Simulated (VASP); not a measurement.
# S (Im-3m) in VASP: further runs

The runs below take S through single point, with PBE.

All numbers are computed with VASP 6.6.1; they aren't measurements. Logs are shortened: lines on timing, memory, paths and dates and some standing lists are left out, and cuts for length are marked.

### Step 1. The cell of the first run

Symmetry: Im-3m, No. 229, cubic system. Conventional cell: a = 3.028 Å, b = 3.028 Å, c = 3.028 Å, α = 90.00°, β = 90.00°, γ = 90.00°. S (site symmetry m-3m) has 14 S at 2.62 to 3.03 Å within 3.5 Å.

This isn't the form of S at room conditions, which is orthorhombic, of S8 rings.

### Step 2. Single point, PBE (13.88 Å³/atom)

INCAR reads:

```
ALGO     = Normal         # electronic algorithm
EDIFF    = 1E-6           # SCF threshold, eV
ENCUT    = 520            # plane-wave cutoff, eV
GGA      = PE             # functional
ISIF     = 2              # what is computed and relaxed
ISMEAR   = -1             # smearing method
LASPH    = T              # aspherical terms in the spheres
LCHARG   = F              # write CHGCAR
LREAL    = F              # projectors in reciprocal space
LWAVE    = F              # write WAVECAR
NBANDS   = 9              # bands
NELM     = 80             # most SCF steps
PREC     = Accurate       # precision mode
SIGMA    = 0.1            # smearing width, eV
```

KPOINTS reads:

```
k-points
0
Gamma
  16 16 16
```

POSCAR reads:

```
S
1.0
   -1.5138519307      1.5138519307      1.5138519307
    1.5138519307     -1.5138519307      1.5138519307
    1.5138519307      1.5138519307     -1.5138519307
S
1
Direct
    0.0000000000      0.0000000000      0.0000000000
```

Potentials or basis: VASP PAW PBE potentials, release 64 (S).

Launch:

```sh
cat potpaw_PBE.64/S/POTCAR > POTCAR
mpirun -np 1 vasp_std > vasp.out
```

OUTCAR:

```text
EDIFF = 1E-6
   ENCUT = 520
   GGA = PE
   ISIF = 2
   ISMEAR = -1
   LASPH = T
   LREAL = F
   NELM = 80
   PREC = Accurate

 ion  position               nearest neighbor table
   1  0.000  0.000  0.000-

  LATTYP: Found a body centered cubic cell.
 ALAT       =     3.0277038614

  Lattice vectors:

 A1 = (  -1.5138519307,   1.5138519307,   1.5138519307)
 A2 = (   1.5138519307,  -1.5138519307,   1.5138519307)
 A3 = (   1.5138519307,   1.5138519307,  -1.5138519307)

Analysis of symmetry for initial positions (statically):
=====================================================================
 Subroutine PRICEL returns:
 Original cell was already a primitive cell.

 Routine SETGRP: Setting up the symmetry group for a
 body centered cubic supercell.

 Subroutine GETGRP returns: Found 48 space group operations
 (whereof 48 operations were pure point group operations)
 out of a pool of 48 trial point group operations.

The static configuration has the point symmetry O_h .

Analysis of symmetry for dynamics (positions and initial velocities):
=====================================================================
 Subroutine PRICEL returns:
 Original cell was already a primitive cell.

 Routine SETGRP: Setting up the symmetry group for a
 body centered cubic supercell.

 Subroutine GETGRP returns: Found 48 space group operations
 (whereof 48 operations were pure point group operations)
 out of a pool of 48 trial point group operations.

The dynamic configuration has the point symmetry O_h .

 Subroutine INISYM returns: Found 48 space group operations
 (whereof 48 operations are pure point group operations),
 and found     1 'primitive' translations

----------------------------------------------------------------------------------------

                                     Primitive cell

  volume of cell :      13.8775

  direct lattice vectors                    reciprocal lattice vectors
    -1.513851931  1.513851931  1.513851931     0.000000000  0.330283292  0.330283292
     1.513851931 -1.513851931  1.513851931     0.330283292  0.000000000  0.330283292
     1.513851931  1.513851931 -1.513851931     0.330283292  0.330283292  0.000000000

  length of vectors
     2.622068459  2.622068459  2.622068459     0.467091112  0.467091112  0.467091112

  position of ions in fractional coordinates (direct lattice)
     0.000000000  0.000000000  0.000000000

  ion indices of the primitive-cell ions
   primitive index   ion index
                 1           1

----------------------------------------------------------------------------------------

 KPOINTS: k-points

Automatic generation of k-mesh.
 Grid dimensions read from file:
 generate k-points for:   16   16   16

 Generating k-lattice:

  Cartesian coordinates                     Fractional coordinates (reciprocal lattice)
     0.000000000  0.020642706  0.020642706     0.062500000  0.000000000  0.000000000
     0.020642706  0.000000000  0.020642706     0.000000000  0.062500000  0.000000000
     0.020642706  0.020642706  0.000000000     0.000000000  0.000000000  0.062500000

  Length of vectors
     0.029193194  0.029193194  0.029193194

  Shift w.r.t. Gamma in fractional coordinates (k-lattice)
     0.000000000  0.000000000  0.000000000

 Subroutine IBZKPT returns following result:
 ===========================================

 Found    145 irreducible k-points:

 Following reciprocal coordinates:
            Coordinates               Weight
  0.000000  0.000000  0.000000      1.000000
  0.062500  0.000000  0.000000     12.000000
  0.125000  0.000000  0.000000     12.000000
  0.187500  0.000000  0.000000     12.000000
  0.250000  0.000000  0.000000     12.000000
  0.312500  0.000000  0.000000     12.000000
[... 16 lines left out ...]
  0.187500  0.187500  0.000000     24.000000
  0.250000  0.187500  0.000000     48.000000
 [... further k-points ...]
   k-points           NKPTS =    145   k-points in BZ     NKDIM =    145   number of bands    NBANDS=      9
   number of dos      NEDOS =    301   number of ions     NIONS =      1
   total plane-waves  NPLWV =   8000
   dimension x,y,z NGX =    20 NGY =   20 NGZ =   20
   dimension x,y,z NGXF=    40 NGYF=   40 NGZF=   40
   ions per type =               1
   NGX,Y,Z   is equivalent  to a cutoff of  12.68, 12.68, 12.68 a.u.
   NGXF,Y,Z  is equivalent  to a cutoff of  25.36, 25.36, 25.36 a.u.
 SYSTEM =  unknown system
   PREC   = accura    normal or accurate (medium, high low for compatibility)
   ISTART =      0    job   : 0-new  1-cont  2-samecut
   ICHARG =      2    charge: 1-file 2-atom 10-const
   ISPIN  =      1    spin polarized calculation?
   LNONCOLLINEAR =      F non collinear calculations
   LSORBIT =      F    spin-orbit coupling
   LASPH  =      T    aspherical Exc in radial PAW
   ENCUT  =  520.0 eV  38.22 Ry    6.18 a.u.   4.88  4.88  4.88*2*pi/ulx,y,z
   NELM   =     80;   NELMIN=  2; NELMDL= -5     # of ELM steps
   EDIFF  = 0.1E-05   stopping-criterion for ELM
   LREAL  =      F    real-space projection
   EDIFFG = 0.1E-04   stopping-criterion for IOM
   NSW    =      0    number of steps for IOM
   IBRION =     -1    ionic relax: 0-MD 1-quasi-New 2-CG
   NFREE  =      0    steps in history (QN), initial steepest desc. (CG)
   ISIF   =      2    stress and relaxation
   ISYM   =      2    0-nonsym 1-usesym 2-fastsym
   POTIM  = 0.5000    time-step for ionic-motion
   TEBEG  =    0.0;   TEEND  =   0.0 temperature during run
   PSTRESS=    0.0 pullay stress
   NELECT =       6.0000    total number of electrons
   NUPDOWN=      -1.0000    fix difference up-down
   EMIN   =  10.00;   EMAX   =-10.00  energy-range for DOS
   EFERMI =   0.00;   METHOD = LEGACY
   ISMEAR =    -1;   SIGMA  =   0.10  broadening in eV -4-tet -1-fermi 0-gaus
   EFERMI_NEDOS =   21; number of points for ismear=-14 and -15
   IALGO  =     38    algorithm
   IMIX   =      4    mixing-type and parameters
     AMIX     =   0.40;   BMIX     =  1.00
     AMIX_MAG =   1.60;   BMIX_MAG =  1.00
  volume/ion in A,a.u.               =      13.88        93.65
  Fermi-wavevector in a.u.,A,eV,Ry     =   1.237908  2.339308 20.849803  1.532417
  Thomas-Fermi vector in A             =   2.372456
   LORBIT       =      0    0 simple, 1 ext, 2 COOP (PROOUT), +10 PAW based schemes
   GGA     = PE    functional components
   LHFCALC =     F    Hartree Fock is set to
   AEXX    =    0.0000 exact exchange contribution
   IVDW    =     0    specifies the selected vdW correction
   LEPSILON=     F    determine dielectric tensor
   LRPA    =     F    only Hartree local field effects (RPA)
 non-spin polarized calculation
  energy-cutoff  :      520.00
  volume of cell :       13.88
 maximum number of plane-waves:       386
   NGX =  9   NGY =  9   NGZ =  9

 number of electron       5.9999998 magnetization

 Free energy of the ion-electron system (eV)
  ---------------------------------------------------
  ext. energy  EPLUGINS =         0.00000000
  ---------------------------------------------------
  free energy    TOTEN  =        -2.93712259 eV

  energy without entropy =       -2.91560918  energy(sigma->0) =       -2.92636589

 E-fermi :   9.6883     XC(G=0): -11.8019

 val. band max:        9.6539771815   @ k =   0.3125   0.1875   0.0625
 cond. band min:       9.7278193846   @ k =   0.2500   0.0625   0.0625
 fundamental gap:      0.0738422031
 Fermi energy:         9.6883352049

 k-point     1 :       0.0000    0.0000    0.0000
  band No.  band energies     occupation
      1      -8.6474      2.00000
      2      13.4692      0.00000
      3      13.4692      0.00000
      4      13.4692      0.00000
      5      21.9715      0.00000
      6      21.9715      0.00000
      7      21.9715      0.00000
      8      26.0376      0.00000
      9      26.0376      0.00000

 k-point     2 :       0.0625    0.0000    0.0000
  band No.  band energies     occupation
      1      -8.5356      2.00000
      2      12.9023      0.00000
      3      13.2207      0.00000
      4      13.4284      0.00000
      5      21.6712      0.00000
      6      21.9556      0.00000
      7      22.4290      0.00000
      8      25.3976      0.00000
      9      25.9365      0.00000

 k-point     3 :       0.1250    0.0000    0.0000
  band No.  band energies     occupation
      1      -8.2019      2.00000
      2      11.4469      0.00000
      3      12.6107      0.00000
      4      13.3108      0.00000
      5      20.9420      0.00000
      6      21.4806      0.00000
      7      23.6631      0.00000
      8      24.8415      0.00000
      9      25.7763      0.00000

 k-point     4 :       0.1875    0.0000    0.0000
  band No.  band energies     occupation
      1      -7.6510      2.00000
      2       9.5177      1.69281
      3      11.8718      0.00000
      4      13.1320      0.00000
      5      20.0687      0.00000
      6      20.4405      0.00000
      7      25.0897      0.00000
      8      25.4309      0.00000
      9      25.7721      0.00000
[... 205 lines left out ...]
 k-point    22 :       0.4375    0.1250    0.0000
  band No.  band energies     occupation
      1      -3.0300      2.00000
      2       1.3629      2.00000
      3       8.1441      2.00000
      4      11.3772      0.00000
      5      18.0598      0.00000
      6      19.9614      0.00000
      7      27.3695      0.00000
      8      27.4870      0.00000
      9      33.4689      0.00000

 k-point    23 :       0.1875    0.1875    0.0000
  band No.  band energies     occupation
      1      -5.7387      2.00000
      2       6.0063      2.00000
      3       8.6239      1.99995
      4      11.7572      0.00000
      5      19.2901      0.00000
      6      20.9578      0.00000
      7      25.1391      0.00000
      8      26.2500      0.00000
      9      29.5055      0.00000

 k-point    24 :       0.2500    0.1875    0.0000
  band No.  band energies     occupation
      1      -4.7510      2.00000
      2       4.5366      2.00000
      3       7.5378      2.00000
      4      11.4202      0.00000
      5      19.0678      0.00000
      6      21.1484      0.00000
      7      25.4987      0.00000
      8      27.1492      0.00000
      9      30.4527      0.00000

 [... further k-points ...]

------------------------ aborting loop because EDIFF is reached ----------------------------------------

  FORCE on cell =-STRESS in cart. coord.  units (eV):
  Direction    XX          YY          ZZ          XY          YZ          ZX
  --------------------------------------------------------------------------------------
  -------------------------------------------------------------------------------------
  Total        1.1601991      1.1601991      1.1601991     -0.0000000     -0.0000000     -0.0000000
  in kB      133.9469730    133.9469730    133.9469730     -0.0000000     -0.0000000     -0.0000000
  external PRESSURE =     133.9469730 kB  Pullay stress =       0.0000000 kB

 VOLUME and BASIS-vectors are now :
 -----------------------------------------------------------------------------
  energy-cutoff  :      520.00
  volume of cell :       13.88
      direct lattice vectors                 reciprocal lattice vectors
    -1.513851931  1.513851931  1.513851931     0.000000000  0.330283292  0.330283292
     1.513851931 -1.513851931  1.513851931     0.330283292  0.000000000  0.330283292
     1.513851931  1.513851931 -1.513851931     0.330283292  0.330283292  0.000000000

 POSITION                                       TOTAL-FORCE (eV/Angst)
 -----------------------------------------------------------------------------------
      0.00000      0.00000      0.00000         0.000000      0.000000      0.000000
 -----------------------------------------------------------------------------------
    total drift:                                0.000000      0.000000     -0.000000

  FREE ENERGIE OF THE ION-ELECTRON SYSTEM (eV)
  ---------------------------------------------------
  free  energy   TOTEN  =        -2.9371225926 eV

  energy  without entropy=       -2.9156091784  energy(sigma->0) =       -2.92636589
```

It took 21 s on 1 thread of Intel Xeon 8259CL, shared host; peak memory 0.13 GiB.

What came out:

| Item | Value |
| --- | --- |
| Free energy | -2.9371 eV |
| Pressure | 13.4 GPa |
| Band gap on the k mesh | zero (bands 3 and 4 overlap by 8.89 eV) |

Levels at points of the mesh, in eV from the Fermi level:
```csv
k point,band 1,band 2,band 3,band 4,band 5,band 6,band 7,band 8
"(0.00, 0.00, 0.00)",-18.34,3.78,3.78,3.78,12.28,12.28,12.28,16.35
"(0.50, 0.00, 0.00)",-12.97,-8.66,0.06,2.67,7.62,7.90,18.97,19.41
"(0.50, 0.50, 0.50)",-8.88,-4.14,-4.14,-4.14,3.16,3.16,23.31,23.31
```

Caveat: the cell stands under pressure.

(Continued in part 2 of 2.)
